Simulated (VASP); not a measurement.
Input of a VASP 6.6.1 run:

POSCAR

```
CdO2
1.0
    3.4992520617      0.0000000000      0.0000000000
   -1.7496260308      3.0304406870      0.0000000000
    0.0000000000      0.0000000000      4.1755475026
Cd O
1 2
Direct
    0.0000000000      0.0000000000      0.0000000000
    0.6666666667      0.3333333333      0.7557810000
    0.3333333333      0.6666666667      0.2442190000
```

The input INCAR.step1:

```
  PREC = Accurate
  ENCUT = 520
  ISMEAR = 0
  SIGMA = 0.02
  LREAL = F
  LASPH = T
  NELM = 60
  NBANDS = 19
  GGA = PE
  ALGO = Normal
  EDIFF = 1E-4
  LWAVE = T
  LCHARG = F
```

The input INCAR.step2:

```
  PREC = Accurate
  ENCUT = 520
  EDIFF = 1E-6
  ISMEAR = 0
  SIGMA = 0.02
  LREAL = F
  LASPH = T
  NELM = 60
  ALGO = Normal
  ISIF = 2
  LWAVE = F
  LCHARG = T
  METAGGA = R2SCAN
  LMIXTAU = T
  LELF = T
  LVHAR = T
  NBANDS = 19
  ISTART = 1
```

KPOINTS

```
regular mesh
0
Gamma
  10 10 7
```

Potentials or basis: VASP PAW PBE potentials, release 64 (Cd, O).

The run is started by

```sh
$ cat potpaw_PBE.64/Cd/POTCAR potpaw_PBE.64/O/POTCAR > POTCAR
$ cp INCAR.step1 INCAR
$ mpirun -np 1 vasp_std > vasp.out
$ cp INCAR.step2 INCAR
$ mpirun -np 1 vasp_std > vasp.out
```

(1) Estimate the pressure.

(2) Estimate the band gap on the k mesh.

(3) Predict the largest force.

## Answers

(1) -9.9 GPa.

(2) zero (bands 12 and 13 overlap by 0.68 eV).

(3) 0.217 eV/Å.

Caveat: the cell stands under tension; semilocal functionals underestimate gaps, and a narrow one can read as zero; the PAW data sets were made with another functional, which shifts forces and pressure a little.
